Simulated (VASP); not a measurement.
# ScF3 (Pm-3m) in VASP: notebook

The runs below take ScF3 through single point, with LDA.

Program: VASP 6.6.1. These are calculated values, not measurements. Logs are shortened: lines on timing, memory, paths and dates and some standing lists are left out, and cuts for length are marked.

## Step 1: The cell of the first run

It takes space group Pm-3m (No. 221, cubic). Conventional cell: a = 4.012 Å, b = 4.012 Å, c = 4.012 Å, α = 90.00°, β = 90.00°, γ = 90.00°. Within 2.7 Å of Sc (site symmetry m-3m) lie 6 F at 2.01 Å. F (site symmetry 4/mmm) has 2 Sc at 2.01 Å within 2.7 Å.

## Step 2: Single point, LDA

INCAR reads:

```
PREC = Accurate ; ENCUT = 600
EDIFF = 1E-6 ; ISMEAR = -1
SIGMA = 0.15 ; LREAL = F
LASPH = T ; NELM = 120
ALGO = Normal ; ISIF = 2
LWAVE = F ; LCHARG = F
NBANDS = 24 ; GGA_COMPAT = F
```

KPOINTS reads:

```
Automatic mesh
0
Gamma
  2 2 2
```

POSCAR reads:

```
ScF3
1.0
    4.0124500000      0.0000000000      0.0000000000
    0.0000000000      4.0124500000      0.0000000000
    0.0000000000      0.0000000000      4.0124500000
Sc F
1 3
Direct
    0.0000000000      0.0000000000      0.0000000000
    0.5000000000      0.0000000000      0.0000000000
    0.0000000000      0.5000000000      0.0000000000
    0.0000000000      0.0000000000      0.5000000000
```

Potentials or basis: VASP PAW LDA potentials, release 64 (Sc_sv, F).

The run is started by

```bash
$ cat potpaw_LDA.64/Sc_sv/POTCAR potpaw_LDA.64/F/POTCAR > POTCAR
$ mpirun -np 1 vasp_std > vasp.out
```

OUTCAR:

```text
PREC = Accurate
   ENCUT = 600
   EDIFF = 1E-6
   ISMEAR = -1
   LREAL = F
   LASPH = T
   NELM = 120
   ISIF = 2

 ion  position               nearest neighbor table
   1  0.000  0.000  0.000-   2 2.01   3 2.01   4 2.01   4 2.01   3 2.01   2 2.01
   2  0.500  0.000  0.000-   1 2.01   1 2.01
   3  0.000  0.500  0.000-   1 2.01   1 2.01
   4  0.000  0.000  0.500-   1 2.01   1 2.01

  LATTYP: Found a simple cubic cell.
 ALAT       =     4.0124500000

  Lattice vectors:

 A1 = (   4.0124500000,   0.0000000000,   0.0000000000)
 A2 = (   0.0000000000,   4.0124500000,   0.0000000000)
 A3 = (   0.0000000000,   0.0000000000,   4.0124500000)

Analysis of symmetry for initial positions (statically):
=====================================================================
 Subroutine PRICEL returns:
 Original cell was already a primitive cell.

 Routine SETGRP: Setting up the symmetry group for a
 simple cubic supercell.

 Subroutine GETGRP returns: Found 48 space group operations
[... 9 lines left out ...]

 Routine SETGRP: Setting up the symmetry group for a
 simple cubic supercell.

 Subroutine GETGRP returns: Found 48 space group operations
[... 11 lines left out ...]
                                     Primitive cell

  volume of cell :      64.5995

  direct lattice vectors                    reciprocal lattice vectors
     4.012450000  0.000000000  0.000000000     0.249224289  0.000000000  0.000000000
     0.000000000  4.012450000  0.000000000     0.000000000  0.249224289  0.000000000
     0.000000000  0.000000000  4.012450000     0.000000000  0.000000000  0.249224289

  length of vectors
     4.012450000  4.012450000  4.012450000     0.249224289  0.249224289  0.249224289

  position of ions in fractional coordinates (direct lattice)
     0.000000000  0.000000000  0.000000000
     0.500000000  0.000000000  0.000000000
     0.000000000  0.500000000  0.000000000
     0.000000000  0.000000000  0.500000000

  ion indices of the primitive-cell ions
   primitive index   ion index
                 1           1
                 2           2
                 3           3
                 4           4

----------------------------------------------------------------------------------------

 KPOINTS: Automatic mesh

Automatic generation of k-mesh.
 Grid dimensions read from file:
 generate k-points for:    2    2    2

 Generating k-lattice:

  Cartesian coordinates                     Fractional coordinates (reciprocal lattice)
     0.124612145  0.000000000  0.000000000     0.500000000  0.000000000  0.000000000
     0.000000000  0.124612145  0.000000000     0.000000000  0.500000000  0.000000000
     0.000000000  0.000000000  0.124612145     0.000000000  0.000000000  0.500000000

  Length of vectors
     0.124612145  0.124612145  0.124612145

  Shift w.r.t. Gamma in fractional coordinates (k-lattice)
     0.000000000  0.000000000  0.000000000

 Subroutine IBZKPT returns following result:
 ===========================================

 Found      4 irreducible k-points:

 Following reciprocal coordinates:
            Coordinates               Weight
  0.000000  0.000000  0.000000      1.000000
  0.500000  0.000000  0.000000      3.000000
  0.500000  0.500000  0.000000      3.000000
  0.500000  0.500000  0.500000      1.000000
   k-points           NKPTS =      4   k-points in BZ     NKDIM =      4   number of bands    NBANDS=     24
   number of dos      NEDOS =    301   number of ions     NIONS =      4
   total plane-waves  NPLWV =  32768
   dimension x,y,z NGX =    32 NGY =   32 NGZ =   32
   dimension x,y,z NGXF=    64 NGYF=   64 NGZF=   64
   ions per type =               1   3
   NGX,Y,Z   is equivalent  to a cutoff of  13.26, 13.26, 13.26 a.u.
   NGXF,Y,Z  is equivalent  to a cutoff of  26.52, 26.52, 26.52 a.u.
 SYSTEM =  unknown system
   PREC   = accura    normal or accurate (medium, high low for compatibility)
   ISTART =      0    job   : 0-new  1-cont  2-samecut
   ICHARG =      2    charge: 1-file 2-atom 10-const
   ISPIN  =      1    spin polarized calculation?
   LNONCOLLINEAR =      F non collinear calculations
   LSORBIT =      F    spin-orbit coupling
   LASPH  =      T    aspherical Exc in radial PAW
   ENCUT  =  600.0 eV  44.10 Ry    6.64 a.u.   8.01  8.01  8.01*2*pi/ulx,y,z
   NELM   =    120;   NELMIN=  2; NELMDL= -5     # of ELM steps
   EDIFF  = 0.1E-05   stopping-criterion for ELM
   LREAL  =      F    real-space projection
   EDIFFG = 0.1E-04   stopping-criterion for IOM
   NSW    =      0    number of steps for IOM
   IBRION =     -1    ionic relax: 0-MD 1-quasi-New 2-CG
   NFREE  =      0    steps in history (QN), initial steepest desc. (CG)
   ISIF   =      2    stress and relaxation
   ISYM   =      2    0-nonsym 1-usesym 2-fastsym
   POTIM  = 0.5000    time-step for ionic-motion
   TEBEG  =    0.0;   TEEND  =   0.0 temperature during run
   PSTRESS=    0.0 pullay stress
   NELECT =      32.0000    total number of electrons
   NUPDOWN=      -1.0000    fix difference up-down
   EMIN   =  10.00;   EMAX   =-10.00  energy-range for DOS
   EFERMI =   0.00;   METHOD = LEGACY
   ISMEAR =    -1;   SIGMA  =   0.15  broadening in eV -4-tet -1-fermi 0-gaus
   EFERMI_NEDOS =   21; number of points for ismear=-14 and -15
   IALGO  =     38    algorithm
   IMIX   =      4    mixing-type and parameters
     AMIX     =   0.40;   BMIX     =  1.00
     AMIX_MAG =   1.60;   BMIX_MAG =  1.00
  volume/ion in A,a.u.               =      16.15       108.98
  Fermi-wavevector in a.u.,A,eV,Ry     =   1.295334  2.447827 22.829091  1.677891
  Thomas-Fermi vector in A             =   2.426861
   LORBIT       =      0    0 simple, 1 ext, 2 COOP (PROOUT), +10 PAW based schemes
   GGA     = CA    functional components
   LHFCALC =     F    Hartree Fock is set to
   AEXX    =    0.0000 exact exchange contribution
   IVDW    =     0    specifies the selected vdW correction
   LEPSILON=     F    determine dielectric tensor
   LRPA    =     F    only Hartree local field effects (RPA)
 non-spin polarized calculation
  energy-cutoff  :      600.00
  volume of cell :       64.60
 maximum number of plane-waves:      2176
   NGX = 17   NGY = 17   NGZ = 17

 number of electron      32.0000035 magnetization

 Free energy of the ion-electron system (eV)
  ---------------------------------------------------
  ext. energy  EPLUGINS =         0.00000000
  ---------------------------------------------------
  free energy    TOTEN  =       -29.37044483 eV

  energy without entropy =      -29.37044482  energy(sigma->0) =      -29.37044482

 E-fermi :  -0.7858     XC(G=0):  -8.8739

 val. band max:       -3.8225347435   @ k =   0.5000   0.5000   0.5000
 cond. band min:       2.2297607096   @ k =   0.0000   0.0000   0.0000
 fundamental gap:      6.0522954531
 Fermi energy:        -0.7858272333

 k-point     1 :       0.0000    0.0000    0.0000
  band No.  band energies     occupation
      1     -49.2698      2.00000
      2     -28.2996      2.00000
      3     -28.2996      2.00000
      4     -28.2996      2.00000
      5     -23.4852      2.00000
      6     -23.1995      2.00000
[... 16 lines left out ...]
     23      12.0066      0.00000
     24      12.0066      0.00000

 k-point     2 :       0.5000    0.0000    0.0000
  band No.  band energies     occupation
      1     -49.2647      2.00000
      2     -28.7181      2.00000
      3     -28.2950      2.00000
      4     -28.2950      2.00000
      5     -23.3831      2.00000
      6     -23.1938      2.00000
[... 16 lines left out ...]
     23       7.6189      0.00000
     24      13.2346      0.00000

 k-point     3 :       0.5000    0.5000    0.0000
  band No.  band energies     occupation
      1     -49.2597      2.00000
      2     -28.7123      2.00000
      3     -28.7123      2.00000
      4     -28.2906      2.00000
      5     -23.2824      2.00000
      6     -22.3971      2.00000
[... 16 lines left out ...]
     23       8.7683      0.00000
     24       8.7683      0.00000

 k-point     4 :       0.5000    0.5000    0.5000
  band No.  band energies     occupation
      1     -49.2546      2.00000
      2     -28.7067      2.00000
      3     -28.7067      2.00000
      4     -28.7067      2.00000
      5     -22.3917      2.00000
      6     -22.3917      2.00000
[... 16 lines left out ...]
     23      11.0586      0.00000
     24      11.0586      0.00000

------------------------ aborting loop because EDIFF is reached ----------------------------------------

  FORCE on cell =-STRESS in cart. coord.  units (eV):
  Direction    XX          YY          ZZ          XY          YZ          ZX
  --------------------------------------------------------------------------------------
  -------------------------------------------------------------------------------------
  Total       -0.6025713     -0.6025713     -0.6025713      0.0000000      0.0000000     -0.0000000
  in kB      -14.9448016    -14.9448016    -14.9448016      0.0000000      0.0000000     -0.0000000
  external PRESSURE =     -14.9448016 kB  Pullay stress =       0.0000000 kB

 VOLUME and BASIS-vectors are now :
 -----------------------------------------------------------------------------
  energy-cutoff  :      600.00
  volume of cell :       64.60
      direct lattice vectors                 reciprocal lattice vectors
     4.012450000  0.000000000  0.000000000     0.249224289  0.000000000  0.000000000
     0.000000000  4.012450000  0.000000000     0.000000000  0.249224289  0.000000000
     0.000000000  0.000000000  4.012450000     0.000000000  0.000000000  0.249224289

 POSITION                                       TOTAL-FORCE (eV/Angst)
 -----------------------------------------------------------------------------------
      0.00000      0.00000      0.00000         0.000000      0.000000      0.000000
      2.00623      0.00000      0.00000         0.000000      0.000000      0.000000
      0.00000      2.00623      0.00000         0.000000      0.000000      0.000000
      0.00000      0.00000      2.00623         0.000000      0.000000      0.000000
 -----------------------------------------------------------------------------------
    total drift:                                0.000000      0.000000     -0.000000

  FREE ENERGIE OF THE ION-ELECTRON SYSTEM (eV)
  ---------------------------------------------------
  free  energy   TOTEN  =       -29.3704448314 eV

  energy  without entropy=      -29.3704448154  energy(sigma->0) =      -29.37044482
```

Run time: 4.1 s. Hardware: 1 thread of Intel Xeon 6975P-C (Granite Rapids), shared host; peak memory 0.15 GiB.

What came out:

* Free energy: -29.3704 eV
* Pressure: -1.5 GPa
* Band gap on the k mesh: 6.05 eV, indirect (least direct gap 6.58 eV)

Caveat: the k points lie up to 0.78 Å⁻¹ apart.

(Continued in part 2 of 3.)
